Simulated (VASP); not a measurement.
The system is Si.

```
Si
1.0
     3.83132    0.00000    0.00000
    -1.91566    3.31802    0.00000
     0.00000    0.00000    6.33262
Si
4
Direct
  0.66667 0.33333 0.93699
  0.33333 0.66667 0.43699
  0.66667 0.33333 0.56301
  0.33333 0.66667 0.06301
```

| Property | Result |
| --- | --- |
| Program | VASP 6.6.1 |
| Task | relaxation of cell and atoms |
| Functional | RPBE |
| Dispersion | D3(BJ) |
| Potentials or basis | VASP PAW PBE potentials, release 64 (Si) |
| Cutoff | 600 eV |
| k mesh | 8 × 8 × 4 |
| Occupations | fermi-dirac, width 0.05 eV |
| Spin | no spin polarisation |

At the start: pressure -7.0 GPa; volume 20.13 Å³/atom.

Problem. How do energy, volume and symmetry change on relaxing?

Solution. Over 8 steps the energy falls by 39.0 meV/atom and the volume is 18.50 Å³/atom (-8.1 %); space group P6_3/mmc (No. 194, to 0.05 Å).

Step by step:
| step | energy change (eV) | largest force (eV/Å) | pressure (GPa) | volume (Å³) |
| --- | --- | --- | --- | --- |
| 1 | 0.0000 | 0.0218 | -6.97 | 80.50 |
| 2 | -0.1064 | 0.0399 | 5.08 | 70.73 |
| 3 | -0.1558 | 0.0177 | 0.02 | 73.97 |
| 4 | -0.1558 | 0.0168 | -0.16 | 74.09 |
| 5 | -0.1558 | 0.0141 | -0.15 | 74.09 |
| 6 | -0.1558 | 0.0025 | -0.15 | 74.09 |
| 7 | -0.1558 | 0.0029 | -0.08 | 74.04 |
| 8 | -0.1559 | 0.0032 | -0.03 | 74.00 |

Final structure:
```xyz
4
Lattice="3.7269 0.0000 0.0000 -1.8634 3.2276 0.0000 0.0000 0.0000 6.1523" Properties=species:S:1:pos:R:3 pbc="T T T"
Si    1.8634    1.0759    5.7649
Si    0.0000    2.1517    2.6887
Si    1.8634    1.0759    3.4636
Si    0.0000    2.1517    0.3874
```

Caveat: the PAW data sets were made with another functional, which shifts forces and pressure a little.
